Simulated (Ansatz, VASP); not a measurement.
**ZrWN2: VASP beside Ansatz**

File INCAR:

```
SYSTEM = ZrWN2
PREC = Accurate ; ENCUT = 600
EDIFF = 1E-7 ; ISMEAR = 0
SIGMA = 0.1 ; LREAL = .FALSE.
LASPH = .TRUE. ; NELM = 100
ALGO = Normal ; ISIF = 3
LWAVE = .FALSE. ; LCHARG = .FALSE.
GGA = PE ; IBRION = 2
NSW = 100 ; EDIFFG = -0.01
```

Contents of KPOINTS:

```
Automatic mesh
0
G
  18 18 18
  0 0 0
```

POSCAR

```
ZrWN2
1.0
    1.5899513350      0.9179588313      5.0558921228
   -1.5899513350      0.9179588313      5.0558921228
    0.0000000000     -1.8359176625      5.0558921228
Zr W N
1 1 2
Direct
    0.5000000000      0.5000000000      0.5000000000
    0.0000000000      0.0000000000      0.0000000000
    0.7462395425      0.7462395425      0.7462395425
    0.2537604575      0.2537604575      0.2537604575
```

Input for Ansatz:

```yaml
crystal:
  lattice:
    - [1.589951335, 0.9179588313, 5.0558921228]
    - [-1.589951335, 0.9179588313, 5.0558921228]
    - [0.0, -1.8359176625, 5.0558921228]
  atoms:
    - { symbol: Zr, position: [0.5, 0.5, 0.5] }
    - { symbol: W, position: [0.0, 0.0, 0.0] }
    - { symbol: "N", position: [0.7462395425, 0.7462395425, 0.7462395425] }
    - { symbol: "N", position: [0.2537604575, 0.2537604575, 0.2537604575] }
basis:
  ecutwfc: 420
kpoints:
  mp_grid: { grid: [18, 18, 18] }
hamiltonian:
  xc: pbe
scf:
  occupations: { method: gaussian, width: 0.1 }
output:
  forces: true
  stress: true
  eigenvalues: true
  write_density: true
  write_potential: true
  elf: true
  volumetric_format: npy
relax:
  adjacent_minimum: "off"
  f_tol: 0.01
  max_steps: 80
  cell: { stress_tol: 0.05 }
```

Alike in both runs: task relaxation of cell and atoms; functional PBE; k mesh 18 × 18 × 18; occupations gaussian, width 0.1 eV; no spin polarisation.

```csv
,VASP,Ansatz
version,VASP 6.6.1,Ansatz 0.2.0
potentials or method,"VASP PAW PBE potentials, release 64 (Zr_sv, W_sv, N), cutoff 600 eV","scalar-relativistic, plane waves, PAW"
valence electrons in the cell,36,36
```

Ansatz gave:

* gap on the k mesh at the Fermi level, each at its own relaxed structure (eV): none
* relaxed volume (Å³/atom): 11.07
* relaxed length of the cell vector where the two differ most in proportion (Å): 5.376

Q: Estimate VASP's values.

A: gap on the k mesh at the Fermi level, each at its own relaxed structure (eV): none; relaxed volume (Å³/atom): 11.09; relaxed length of the cell vector where the two differ most in proportion (Å): 5.379.

A gap of «none» marks a metal or a gap that the smearing closes.

Spin-orbit coupling is off throughout.
